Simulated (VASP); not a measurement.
Eu, 1 atom in the cell. The structure is cubic, space group Pm-3m (No. 221). Conventional cell: a = 3.253 Å, b = 3.253 Å, c = 3.253 Å, α = 90.00°, β = 90.00°, γ = 90.00°. Eu (site symmetry m-3m) has 6 Eu at 3.25 Å within 4.3 Å.  This cell differs from its parent crystal: volume scaled by 0.8.

```yaml
Program: VASP 6.6.1
Task: single point
Functional: PBE
Potentials_or_basis: VASP PAW PBE potentials, release 64 (Eu)
Cutoff: 520 eV
k_mesh: 11 × 11 × 11
Occupations: fermi-dirac, width 0.1 eV
Spin: collinear spin, ferromagnetic start
Starting_moments: "[7.0] μB"
Dipole_correction: no
Further_INCAR_settings: ALGO = Normal; EDIFF = 1e-06; NBANDS = 18
```

Potentials or basis: VASP PAW PBE potentials, release 64 (Eu).

Command:

```sh
$ cat potpaw_PBE.64/Eu/POTCAR > POTCAR
$ mpirun -np 1 vasp_std > vasp.out
```

Hardware: 1 thread of Intel(R) Xeon(R) 6975P-C (Granite Rapids), with other jobs on the host.

Estimate the wall time of this run.

Wall time 27 s on 1 thread of Intel(R) Xeon(R) 6975P-C (Granite Rapids), on a shared host, peak memory 0.19 GiB. Counts: scf iterations 17, k points 56.
